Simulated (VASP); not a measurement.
Input of a VASP 6.6.1 run:

File INCAR:

```
SYSTEM = SrVO3
ALGO = Normal
EDIFF = 1E-6
ENCUT = 520
GGA = PE
ISIF = 2
ISMEAR = 1
ISPIN = 2
ISYM = 0
LASPH = .True.
LCHARG = .True.
LDAU = .True.
LDAUJ = 0 0 0
LDAUL = -1 2 -1
LDAUPRINT = 1
LDAUTYPE = 2
LDAUU = 0 1.04 0
LELF = .True.
LMAXMIX = 4
LORBIT = 11
LREAL = .False.
LVHAR = .True.
LWAVE = .False.
MAGMOM = 0 0.8 0 0 0
NBANDS = 32
NELM = 150
PREC = Accurate
SIGMA = 0.0276
```

The input KPOINTS:

```
Automatic mesh
0
Gamma
  5 5 5
  0.5 0.5 0.5
```

The input POSCAR:

```
SrVO3
1.0
    3.7333380000      0.0005360000      0.0045080000
    0.0005360000      3.7455430000      0.0180890000
    0.0045080000      0.0180890000      3.7333210000
Sr V O
1 1 3
Direct
    0.5065320000      0.5022970000      0.5232120000
    0.0013110000      0.0018520000      0.0054210000
    0.4917810000      0.0112630000      0.0010630000
    0.9834710000      0.5043820000      0.0084510000
    0.9879530000      0.9967660000      0.5014030000
```

Potentials or basis: VASP PAW PBE potentials, release 64 (Sr_sv, V_sv, O).

Launch:

```sh
$ cat potpaw_PBE.64/Sr_sv/POTCAR potpaw_PBE.64/V_sv/POTCAR potpaw_PBE.64/O/POTCAR > POTCAR
$ mpirun -np 1 vasp_std > vasp.out
```

**Question.** What does it give for the net moment?

**Answer.** -0.04 μB per cell.

**Question.** Estimate the pressure.

**Answer.** 23.8 GPa.

Eigenvalues of the final occupation matrices:
```
    site  spin  trace               eigenvalues
site 2 d     1   1.53  0.29 0.29 0.29 0.33 0.34
site 2 d     2   1.57  0.29 0.29 0.32 0.33 0.34
```

Caveat: the cell stands under pressure; the moments typed at the start vanished in this run. The state reached can hang on the start; a lower one may exist.
